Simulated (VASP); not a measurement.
A run of VASP 6.6.1 is set up as follows.

Contents of POSCAR:

```
GaP
1.0
    1.9150641947      1.1056628267      6.3577509527
   -1.9150641947      1.1056628267      6.3577509527
    0.0000000000     -2.2113256583      6.3577509518
Ga P
2 2
Direct
    0.4357902565      0.4357902565      0.4357902565
    0.5642097435      0.5642097435      0.5642097435
    0.0578063680      0.0578063680      0.0578063680
    0.9421936320      0.9421936320      0.9421936320
```

The input INCAR.step1:

```
ALGO = Normal
EDIFF = 1E-5
ENCUT = 550
GGA = PE
GGA_COMPAT = F
ISMEAR = 0
LASPH = T
LCHARG = F
LREAL = F
LWAVE = T
NBANDS = 26
NELM = 120
PREC = Accurate
SIGMA = 0.02
```

File INCAR.step2:

```
ALGO = Normal
EDIFF = 1E-6
ENCUT = 550
GGA_COMPAT = F
ISIF = 2
ISMEAR = 0
ISTART = 1
LASPH = T
LCHARG = T
LELF = T
LMIXTAU = T
LREAL = F
LVHAR = T
LWAVE = F
METAGGA = R2SCAN
NBANDS = 26
NELM = 120
PREC = Accurate
SIGMA = 0.02
```

Contents of KPOINTS:

```
k-points
0
Gamma
  9 9 9
```

Potentials or basis: VASP PAW PBE potentials, release 64 (Ga_d, P).

Command:

```sh
$ cat potpaw_PBE.64/Ga_d/POTCAR potpaw_PBE.64/P/POTCAR > POTCAR
$ cp INCAR.step1 INCAR
$ mpirun -np 1 vasp_std > vasp.out
$ cp INCAR.step2 INCAR
$ mpirun -np 1 vasp_std > vasp.out
```

(1) Estimate the band gap on the k mesh.

(2) Predict the largest force.

(3) Predict the pressure.

Answers

(1) 1.12 eV (least direct gap 1.62 eV).

(2) 0.117 eV/Å.

(3) 0.5 GPa.

Caveat: the PAW data sets were made with another functional, which shifts forces and pressure a little.
